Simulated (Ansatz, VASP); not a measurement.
BAs: VASP beside Ansatz

Contents of POSCAR:

```
BAs
1.0
    0.0000000000      2.2920783801      2.2920783801
    2.2920783801      0.0000000000      2.2920783801
    2.2920783801      2.2920783801      0.0000000000
B As
1 1
Direct
    0.0000000000      0.0000000000      0.0000000000
    0.2500000000      0.2500000000      0.2500000000
```

File INCAR.step1:

```
ALGO     = Normal         # electronic algorithm
EDIFF    = 1E-4           # SCF threshold, eV
ENCUT    = 520            # plane-wave cutoff, eV
GGA      = PE             # functional
ISMEAR   = -1             # smearing method
LASPH    = T              # aspherical terms in the spheres
LCHARG   = F              # write CHGCAR
LREAL    = F              # projectors in reciprocal space
LWAVE    = T              # write WAVECAR
NBANDS   = 11             # bands
NELM     = 60             # most SCF steps
PREC     = Accurate       # precision mode
SIGMA    = 0.05           # smearing width, eV
```

File INCAR.step2:

```
ALGO     = Normal         # electronic algorithm
EDIFF    = 1E-7           # SCF threshold, eV
ENCUT    = 520            # plane-wave cutoff, eV
ISIF     = 2              # what is computed and relaxed
ISMEAR   = -1             # smearing method
ISTART   = 1            
LASPH    = T              # aspherical terms in the spheres
LCHARG   = F              # write CHGCAR
LMIXTAU  = T            
LREAL    = F              # projectors in reciprocal space
LWAVE    = F              # write WAVECAR
METAGGA  = R2SCAN         # meta-GGA
NBANDS   = 11             # bands
NELM     = 60             # most SCF steps
PREC     = Accurate       # precision mode
SIGMA    = 0.05           # smearing width, eV
```

Contents of KPOINTS:

```
k-points
0
Gamma
  15 15 15
```

Input for Ansatz:

```yaml
crystal:
  lattice:
    - [0.0, 2.2920783801, 2.2920783801]
    - [2.2920783801, 0.0, 2.2920783801]
    - [2.2920783801, 2.2920783801, 0.0]
  atoms:
    - { symbol: B, position: [0.0, 0.0, 0.0] }
    - { symbol: As, position: [0.25, 0.25, 0.25] }
kpoints:
  mp_grid: { grid: [15, 15, 15] }
scf:
  occupations: { method: fermi_dirac, width: 0.05 }
hamiltonian:
  xc: r2scan
  pseudopotentials: { kind: paw }
output:
  forces: true
  stress: true
  eigenvalues: true
  populations: true
```

Change from the starting cell: volume scaled by 0.88, PAW files.

Alike in both runs: task single point; functional r2SCAN; k mesh 15 × 15 × 15; occupations fermi-dirac, width 0.05 eV; no spin polarisation.

|  | VASP | Ansatz |
| --- | --- | --- |
| version | VASP 6.6.1 | Ansatz 0.2.0 |
| potentials or method | VASP PAW PBE potentials, release 64 (B, As) | PAW with Ansatz's default frozen-core files, scalar-relativistic |
| plane-wave cutoff (eV) | 520 | 500 |
| valence electrons in the cell | 8 | 18 |

Ansatz gave:

| Item | Value |
| --- | --- |
| pressure (GPa) | 23.3 |

Q: What did VASP give for the same quantities?

A: Pressure (GPa): 24.0.

VASP's potentials were made for PBE, not for r2SCAN. VASP's potentials hold 8 valence electrons a cell and Ansatz's 18, so a difference there can come from the potentials and not from the codes.
